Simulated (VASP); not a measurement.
# MnO (Fm-3m) in VASP: further runs

The runs below take MnO through single point, with PBE.

Everything below comes from runs of VASP 6.6.1. Logs are shortened: lines on timing, memory, paths and dates and some standing lists are left out, and cuts for length are marked.

### 1 The cell of the first run

Symmetry: Fm-3m, No. 225, cubic system. Conventional cell: a = 4.444 Å, b = 4.444 Å, c = 4.444 Å, α = 90.00°, β = 90.00°, γ = 90.00°. Mn (site symmetry m-3m) has 6 O at 2.22 Å within 2.9 Å. Within 2.9 Å of O (site symmetry m-3m) lie 6 Mn at 2.22 Å.

### 2 Single point, PBE, collinear spin, ferromagnetic start

INCAR reads:

```
ALGO = Normal
EDIFF = 1E-6
ENCUT = 700
GGA = PE
GGA_COMPAT = F
ISIF = 2
ISMEAR = -1
ISPIN = 2
LASPH = T
LCHARG = F
LMAXMIX = 4
LORBIT = 11
LREAL = F
LWAVE = F
MAGMOM = 4 0
NBANDS = 22
NELM = 200
NUPDOWN = 4.0
PREC = Accurate
SIGMA = 0.05
```

KPOINTS reads:

```
k-points
0
Gamma
  9 9 9
```

POSCAR reads:

```
MnO
1.0
    0.0000000000      2.2220003300      2.2220003300
    2.2220003300      0.0000000000      2.2220003300
    2.2220003300      2.2220003300      0.0000000000
Mn O
1 1
Direct
    0.0000000000      0.0000000000      0.0000000000
    0.5000000000      0.5000000000      0.5000000000
```

Potentials or basis: VASP PAW PBE potentials, release 64 (Mn_sv, O).

Launch:

```
> cat potpaw_PBE.64/Mn_sv/POTCAR potpaw_PBE.64/O/POTCAR > POTCAR
> mpirun -np 1 vasp_std > vasp.out
```

OUTCAR:

```text
EDIFF = 1E-6
   ENCUT = 700
   GGA = PE
   ISIF = 2
   ISMEAR = -1
   ISPIN = 2
   LASPH = T
   LORBIT = 11
   LREAL = F
   NELM = 200
   NUPDOWN = 4.0
   PREC = Accurate

 ion  position               nearest neighbor table
   1  0.000  0.000  0.000-   2 2.22   2 2.22   2 2.22   2 2.22   2 2.22   2 2.22
   2  0.500  0.500  0.500-   1 2.22   1 2.22   1 2.22   1 2.22   1 2.22   1 2.22

  LATTYP: Found a face centered cubic cell.
 ALAT       =     4.4440006600

  Lattice vectors:

 A1 = (   0.0000000000,   2.2220003300,   2.2220003300)
 A2 = (   2.2220003300,   0.0000000000,   2.2220003300)
 A3 = (   2.2220003300,   2.2220003300,   0.0000000000)

Analysis of symmetry for initial positions (statically):
=====================================================================
 Subroutine PRICEL returns:
 Original cell was already a primitive cell.

 Routine SETGRP: Setting up the symmetry group for a
 face centered cubic supercell.

 Subroutine GETGRP returns: Found 48 space group operations
 (whereof 48 operations were pure point group operations)
 out of a pool of 48 trial point group operations.

The static configuration has the point symmetry O_h .

Analysis of symmetry for dynamics (positions and initial velocities):
=====================================================================
 Subroutine PRICEL returns:
 Original cell was already a primitive cell.

 Routine SETGRP: Setting up the symmetry group for a
 face centered cubic supercell.

 Subroutine GETGRP returns: Found 48 space group operations
 (whereof 48 operations were pure point group operations)
 out of a pool of 48 trial point group operations.

The dynamic configuration has the point symmetry O_h .

Analysis of structural, dynamic, and magnetic symmetry:
=====================================================================
 Subroutine PRICEL returns:
 Original cell was already a primitive cell.

 Routine SETGRP: Setting up the symmetry group for a
 face centered cubic supercell.

 Subroutine GETGRP returns: Found 48 space group operations
 (whereof 48 operations were pure point group operations)
 out of a pool of 48 trial point group operations.

The overall configuration has the point symmetry O_h .

 Subroutine INISYM returns: Found 48 space group operations
 (whereof 48 operations are pure point group operations),
 and found     1 'primitive' translations

----------------------------------------------------------------------------------------

                                     Primitive cell

  volume of cell :      21.9413

  direct lattice vectors                    reciprocal lattice vectors
     0.000000000  2.222000330  2.222000330    -0.225022469  0.225022469  0.225022469
     2.222000330  0.000000000  2.222000330     0.225022469 -0.225022469  0.225022469
     2.222000330  2.222000330  0.000000000     0.225022469  0.225022469 -0.225022469

  length of vectors
     3.142383002  3.142383002  3.142383002     0.389750349  0.389750349  0.389750349

  position of ions in fractional coordinates (direct lattice)
     0.000000000  0.000000000  0.000000000
     0.500000000  0.500000000  0.500000000

  ion indices of the primitive-cell ions
   primitive index   ion index
                 1           1
                 2           2

----------------------------------------------------------------------------------------

 KPOINTS: k-points

Automatic generation of k-mesh.
 Grid dimensions read from file:
 generate k-points for:    9    9    9

 Generating k-lattice:

  Cartesian coordinates                     Fractional coordinates (reciprocal lattice)
    -0.025002497  0.025002497  0.025002497     0.111111111  0.000000000  0.000000000
     0.025002497 -0.025002497  0.025002497     0.000000000  0.111111111  0.000000000
     0.025002497  0.025002497 -0.025002497     0.000000000  0.000000000  0.111111111

  Length of vectors
     0.043305594  0.043305594  0.043305594

  Shift w.r.t. Gamma in fractional coordinates (k-lattice)
     0.000000000  0.000000000  0.000000000

 Subroutine IBZKPT returns following result:
 ===========================================

 Found     35 irreducible k-points:

 Following reciprocal coordinates:
            Coordinates               Weight
  0.000000  0.000000  0.000000      1.000000
  0.111111  0.000000  0.000000      8.000000
  0.222222  0.000000  0.000000      8.000000
  0.333333  0.000000  0.000000      8.000000
  0.444444  0.000000  0.000000      8.000000
  0.111111  0.111111  0.000000      6.000000
[... 16 lines left out ...]
 -0.333333  0.333333  0.000000     12.000000
  0.444444  0.444444  0.000000      6.000000
 [... further k-points ...]
   k-points           NKPTS =     35   k-points in BZ     NKDIM =     35   number of bands    NBANDS=     22
   number of dos      NEDOS =    301   number of ions     NIONS =      2
   total plane-waves  NPLWV =  21952
   dimension x,y,z NGX =    28 NGY =   28 NGZ =   28
   dimension x,y,z NGXF=    56 NGYF=   56 NGZF=   56
   ions per type =               1   1
   NGX,Y,Z   is equivalent  to a cutoff of  14.81, 14.81, 14.81 a.u.
   NGXF,Y,Z  is equivalent  to a cutoff of  29.63, 29.63, 29.63 a.u.
 SYSTEM =  unknown system
   PREC   = accura    normal or accurate (medium, high low for compatibility)
   ISTART =      0    job   : 0-new  1-cont  2-samecut
   ICHARG =      2    charge: 1-file 2-atom 10-const
   ISPIN  =      2    spin polarized calculation?
   LNONCOLLINEAR =      F non collinear calculations
   LSORBIT =      F    spin-orbit coupling
   LASPH  =      T    aspherical Exc in radial PAW
   ENCUT  =  700.0 eV  51.45 Ry    7.17 a.u.   6.78  6.78  6.78*2*pi/ulx,y,z
   NELM   =    200;   NELMIN=  2; NELMDL= -5     # of ELM steps
   EDIFF  = 0.1E-05   stopping-criterion for ELM
   LREAL  =      F    real-space projection
   EDIFFG = 0.1E-04   stopping-criterion for IOM
   NSW    =      0    number of steps for IOM
   IBRION =     -1    ionic relax: 0-MD 1-quasi-New 2-CG
   NFREE  =      0    steps in history (QN), initial steepest desc. (CG)
   ISIF   =      2    stress and relaxation
   ISYM   =      2    0-nonsym 1-usesym 2-fastsym
   POTIM  = 0.5000    time-step for ionic-motion
   TEBEG  =    0.0;   TEEND  =   0.0 temperature during run
   PSTRESS=    0.0 pullay stress
   NELECT =      21.0000    total number of electrons
   NUPDOWN=       4.0000    fix difference up-down
   EMIN   =  10.00;   EMAX   =-10.00  energy-range for DOS
   EFERMI =   0.00;   METHOD = LEGACY
   ISMEAR =    -1;   SIGMA  =   0.05  broadening in eV -4-tet -1-fermi 0-gaus
   EFERMI_NEDOS =   21; number of points for ismear=-14 and -15
   IALGO  =     38    algorithm
   IMIX   =      4    mixing-type and parameters
     AMIX     =   0.40;   BMIX     =  1.00
     AMIX_MAG =   1.60;   BMIX_MAG =  1.00
  volume/ion in A,a.u.               =      10.97        74.03
  Fermi-wavevector in a.u.,A,eV,Ry     =   1.613345  3.048779 35.414344  2.602881
  Thomas-Fermi vector in A             =   2.708429
   LORBIT       =     11    0 simple, 1 ext, 2 COOP (PROOUT), +10 PAW based schemes
   GGA     = PE    functional components
   LHFCALC =     F    Hartree Fock is set to
   AEXX    =    0.0000 exact exchange contribution
   IVDW    =     0    specifies the selected vdW correction
   LEPSILON=     F    determine dielectric tensor
   LRPA    =     F    only Hartree local field effects (RPA)
 spin polarized calculation
  energy-cutoff  :      700.00
  volume of cell :       21.94
 maximum number of plane-waves:       944
   NGX = 13   NGY = 13   NGZ = 13

 number of electron      21.0000009 magnetization       4.0000004

 Free energy of the ion-electron system (eV)
  ---------------------------------------------------
  ext. energy  EPLUGINS =         0.00000000
  ---------------------------------------------------
  free energy    TOTEN  =       -16.27994621 eV

  energy without entropy =      -16.26803057  energy(sigma->0) =      -16.27398839

 E-fermi :   9.7417     XC(G=0): -11.9874

 val. band max:        9.7280169078   @ k =   0.4444   0.2222   0.1111
 cond. band min:       8.9269090892   @ k =  -0.3333   0.3333   0.0000
 fundamental gap:     -0.8011078185
 Fermi energy:         8.8766072644

 spin component 1

 k-point     1 :       0.0000    0.0000    0.0000
  band No.  band energies     occupation
      1     -72.1825      1.00000
      2     -40.9118      1.00000
      3     -40.9118      1.00000
      4     -40.9118      1.00000
      5     -11.1480      1.00000
      6       5.3446      1.00000
[... 14 lines left out ...]
     21      29.0123      0.00000
     22      31.9822      0.00000
[... 552 lines left out ...]
  band No.  band energies     occupation
      1     -72.1741      1.00000
      2     -40.9678      1.00000
      3     -40.9346      1.00000
      4     -40.9346      1.00000
      5     -10.2522      1.00000
      6       2.1659      1.00000
[... 14 lines left out ...]
     21      37.3550      0.00000
     22      37.3550      0.00000

 [... further k-points ...]

 spin component 2

 k-point     1 :       0.0000    0.0000    0.0000
  band No.  band energies     occupation
      1     -68.0409      1.00000
      2     -36.8486      1.00000
      3     -36.8486      1.00000
      4     -36.8486      1.00000
      5     -10.9377      1.00000
      6       5.5044      1.00000
[... 14 lines left out ...]
     21      30.9629      0.00000
     22      33.1729      0.00000
[... 552 lines left out ...]
  band No.  band energies     occupation
      1     -68.0309      1.00000
      2     -36.9176      1.00000
      3     -36.8765      1.00000
      4     -36.8765      1.00000
      5     -10.0622      1.00000
      6       2.5176      1.00000
[... 14 lines left out ...]
     21      37.5247      0.00000
     22      37.5247      0.00000

 [... further k-points ...]

------------------------ aborting loop because EDIFF is reached ----------------------------------------

  FORCE on cell =-STRESS in cart. coord.  units (eV):
  Direction    XX          YY          ZZ          XY          YZ          ZX
  --------------------------------------------------------------------------------------
  -------------------------------------------------------------------------------------
  Total       -1.8056940     -1.8056940     -1.8056940     -0.0000000      0.0000000      0.0000000
  in kB     -131.8537223   -131.8537223   -131.8537223     -0.0000000      0.0000000      0.0000000
  external PRESSURE =    -131.8537223 kB  Pullay stress =       0.0000000 kB

 VOLUME and BASIS-vectors are now :
 -----------------------------------------------------------------------------
  energy-cutoff  :      700.00
  volume of cell :       21.94
      direct lattice vectors                 reciprocal lattice vectors
     0.000000000  2.222000330  2.222000330    -0.225022469  0.225022469  0.225022469
     2.222000330  0.000000000  2.222000330     0.225022469 -0.225022469  0.225022469
     2.222000330  2.222000330  0.000000000     0.225022469  0.225022469 -0.225022469

 POSITION                                       TOTAL-FORCE (eV/Angst)
 -----------------------------------------------------------------------------------
      0.00000      0.00000      0.00000         0.000000      0.000000     -0.000000
      2.22200      2.22200      2.22200         0.000000      0.000000      0.000000
 -----------------------------------------------------------------------------------
    total drift:                                0.000000      0.000000      0.000000

  FREE ENERGIE OF THE ION-ELECTRON SYSTEM (eV)
  ---------------------------------------------------
  free  energy   TOTEN  =       -16.2799462129 eV

  energy  without entropy=      -16.2680305733  energy(sigma->0) =      -16.27398839

 total charge

# of ion       s       p       d       tot
------------------------------------------
    1        2.111   6.009   4.700  12.820
    2        1.560   3.383   0.000   4.943
--------------------------------------------------
tot          3.671   9.392   4.700  17.763

 magnetization (x)

# of ion       s       p       d       tot
------------------------------------------
    1        0.021   0.011   3.587   3.620
    2        0.026   0.050   0.000   0.076
--------------------------------------------------
tot          0.047   0.062   3.587   3.696
```

It took 34 s on 1 thread of Intel Xeon Platinum 8488C (Sapphire Rapids), shared host; peak memory 0.19 GiB.

What came out:

```yaml
Free_energy: -16.2799 eV
Pressure: -13.2 GPa
Net_moment: 4.00 μB per cell
Site_moments: Mn +3.62; O +0.08 μB
Valence_electrons_inside_the_program's_atomic_spheres: Mn 12.82; O 4.94
```

Caveat: the cell stands under tension; the total moment is fixed, so each spin has its own Fermi level and the state may be an excited one; a cell with one magnetic atom can't hold antiferromagnetic order, which such compounds often take.

### 3 Single point, PBE, collinear spin, ferromagnetic start

INCAR reads:

```
SYSTEM = MnO
PREC     = Accurate       ! precision mode
ENCUT    = 700            ! plane-wave cutoff, eV
EDIFF    = 1E-6           ! SCF threshold, eV
ISMEAR   = -1             ! smearing method
SIGMA    = 0.05           ! smearing width, eV
LREAL    = .FALSE.        ! projectors in reciprocal space
LASPH    = .TRUE.         ! aspherical terms in the spheres
NELM     = 200            ! most SCF steps
ALGO     = Normal         ! electronic algorithm
ISIF     = 2              ! what is computed and relaxed
LWAVE    = .FALSE.        ! write WAVECAR
LCHARG   = .FALSE.        ! write CHGCAR
ISPIN    = 2              ! spin polarisation
MAGMOM   = 6 0            ! initial moments
LORBIT   = 11             ! projections on sites
NUPDOWN  = 6.0            ! fixed moment
LMAXMIX  = 4              ! l up to which the mixer works
GGA      = PE             ! functional
NBANDS   = 22             ! bands
GGA_COMPAT= .FALSE.
```

KPOINTS reads:

```
Automatic mesh
0
G
  9 9 9
  0 0 0
```

POSCAR is that of step 2.

Potentials or basis: VASP PAW PBE potentials, release 64 (Mn_sv, O).

Launch:

```
> cat potpaw_PBE.64/Mn_sv/POTCAR potpaw_PBE.64/O/POTCAR > POTCAR
> mpirun -np 1 vasp_std > vasp.out
```

OUTCAR:

```text
SYSTEM = MnO
   PREC = Accurate
   ENCUT = 700
   EDIFF = 1E-6
   ISMEAR = -1
   LREAL = .FALSE.
   LASPH = .TRUE.
   NELM = 200
   ISIF = 2
   ISPIN = 2
   LORBIT = 11
   NUPDOWN = 6.0
   GGA = PE

 ion  position               nearest neighbor table
   1  0.000  0.000  0.000-   2 2.22   2 2.22   2 2.22   2 2.22   2 2.22   2 2.22
   2  0.500  0.500  0.500-   1 2.22   1 2.22   1 2.22   1 2.22   1 2.22   1 2.22

  LATTYP: Found a face centered cubic cell.
 ALAT       =     4.4440006600

  Lattice vectors:

 A1 = (   0.0000000000,   2.2220003300,   2.2220003300)
[... 1413 lines left out ...]
  external PRESSURE =     374.8534995 kB  Pullay stress =       0.0000000 kB

 VOLUME and BASIS-vectors are now :
 -----------------------------------------------------------------------------
  energy-cutoff  :      700.00
  volume of cell :       21.94
      direct lattice vectors                 reciprocal lattice vectors
     0.000000000  2.222000330  2.222000330    -0.225022469  0.225022469  0.225022469
     2.222000330  0.000000000  2.222000330     0.225022469 -0.225022469  0.225022469
     2.222000330  2.222000330  0.000000000     0.225022469  0.225022469 -0.225022469

 POSITION                                       TOTAL-FORCE (eV/Angst)
 -----------------------------------------------------------------------------------
      0.00000      0.00000      0.00000        -0.000000      0.000000     -0.000000
      2.22200      2.22200      2.22200         0.000000     -0.000000      0.000000
 -----------------------------------------------------------------------------------
    total drift:                                0.000000      0.000000      0.000000

  FREE ENERGIE OF THE ION-ELECTRON SYSTEM (eV)
  ---------------------------------------------------
  free  energy   TOTEN  =       -12.8424557979 eV

  energy  without entropy=      -12.8317700784  energy(sigma->0) =      -12.83711294

 total charge

# of ion       s       p       d       tot
------------------------------------------
    1        2.156   6.024   4.644  12.824
    2        1.607   3.320   0.000   4.927
--------------------------------------------------
tot          3.763   9.344   4.644  17.752

 magnetization (x)

# of ion       s       p       d       tot
------------------------------------------
    1        0.069   0.034   4.294   4.397
    2        0.078   0.683   0.000   0.762
--------------------------------------------------
tot          0.147   0.718   4.294   5.159
```

OSZICAR:

```text
N       E                     dE             d eps       ncg     rms          rms(c)
DAV:   1     0.321404837569E+03    0.32140E+03   -0.13170E+04  3346   0.147E+03
DAV:   2     0.457186887337E+01   -0.31683E+03   -0.29739E+03  3164   0.458E+02
DAV:   3    -0.125348622923E+02   -0.17107E+02   -0.16798E+02  4322   0.127E+02
DAV:   4    -0.135785519761E+02   -0.10437E+01   -0.10377E+01  4794   0.253E+01
DAV:   5    -0.135868359914E+02   -0.82840E-02   -0.82835E-02  3978   0.228E+00    0.184E+01
DAV:   6    -0.126367849367E+02    0.95005E+00   -0.32489E+00  4928   0.272E+01    0.112E+01
DAV:   7    -0.128344301988E+02   -0.19765E+00   -0.41289E-01  4420   0.879E+00    0.800E+00
DAV:   8    -0.127956546623E+02    0.38776E-01   -0.14629E-01  4072   0.597E+00    0.291E+00
DAV:   9    -0.128404854038E+02   -0.44831E-01   -0.23453E-02  4506   0.278E+00    0.161E+00
DAV:  10    -0.128423807480E+02   -0.18953E-02   -0.22555E-03  4810   0.441E-01    0.156E-01
DAV:  11    -0.128424221817E+02   -0.41434E-04   -0.85991E-05  4684   0.917E-02    0.580E-02
DAV:  12    -0.128424529941E+02   -0.30812E-04   -0.24329E-05  4286   0.590E-02    0.338E-02
DAV:  13    -0.128424557386E+02   -0.27445E-05   -0.27519E-06  3672   0.198E-02    0.429E-03
DAV:  14    -0.128424557979E+02   -0.59316E-07   -0.36576E-07  2272   0.106E-02
   1 F= -.12842456E+02 E0= -.12837113E+02  d E =-.106857E-01  mag=     6.0000
```

stdout:

```text
POSCAR found type information on POSCAR MnO
 POSCAR found :  2 types and       2 ions
 scaLAPACK will be used
 LDA part: xc-table for (Slater+PW92), standard interpolation
 POSCAR, INCAR and KPOINTS ok, starting setup
 FFT: planning ... GRIDC
 FFT: planning ... GRID_SOFT
 FFT: planning ... GRID
 WAVECAR not read
 entering main loop
```

Run time: 33 s. Hardware: 1 thread of Intel Xeon Platinum 8488C (Sapphire Rapids), shared host; peak memory 0.19 GiB.

What came out:

```
Free energy                                           : -12.8425 eV
Pressure                                              : 37.5 GPa
Net moment                                            : 6.00 μB per cell
Site moments                                          : Mn +4.40; O +0.76 μB
Valence electrons inside the program's atomic spheres : Mn 12.82; O 4.93
```

Caveat: the cell stands under pressure; the total moment is fixed, so each spin has its own Fermi level and the state may be an excited one; a cell with one magnetic atom can't hold antiferromagnetic order, which such compounds often take.

(Part 1 of 2 ends here.)
